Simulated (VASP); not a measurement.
Crystal: NiO2.

```
CELL_PARAMETERS angstrom
2.65251 0.00000 0.00000
-1.32626 2.29714 0.00000
0.00000 0.00000 4.56311
ATOMIC_POSITIONS crystal
Ni 0.00000 0.00000 0.50000
O 0.66667 0.33333 0.68296
O 0.33333 0.66667 0.31704
```

This cell differs from its parent crystal: c/a of the conventional cell at fixed volume 1.7203.

Base run:

```yaml
Program: VASP 6.6.1
Functional: LDA
Potentials_or_basis: VASP PAW LDA potentials, release 64 (Ni_sv_GW, O)
Cutoff: 600 eV
k_mesh: 12 × 12 × 6
Occupations: gaussian, width 0.05 eV
Spin: no spin polarisation
```

Its results: band gap on the k mesh 1.14 eV, indirect (least direct gap 1.62 eV); pressure 45.6 GPa; largest force 3.758 eV/Å.

**Question.** The run is repeated on the same cell with these changes: potentials or basis from VASP PAW LDA potentials, release 64 (Ni_sv_GW, O) to VASP PAW LDA potentials, release 64 (Ni, O); cutoff from 600 eV to 520 eV; further incar settings from ALGO = Normal; EDIFF = 1e-06; NBANDS = 22 to ALGO = Normal; EDIFF = 1e-06; NBANDS = 18; valence electrons from 30 to 22. What comes out?

**Answer.** Band gap on the k mesh 1.13 eV, indirect (least direct gap 1.61 eV); pressure 46.5 GPa; largest force 3.704 eV/Å.

Caveats: forces of over 1 eV/Å act on the atoms, so gaps and moduli don't describe the material at rest.

A k mesh can miss the band edges.
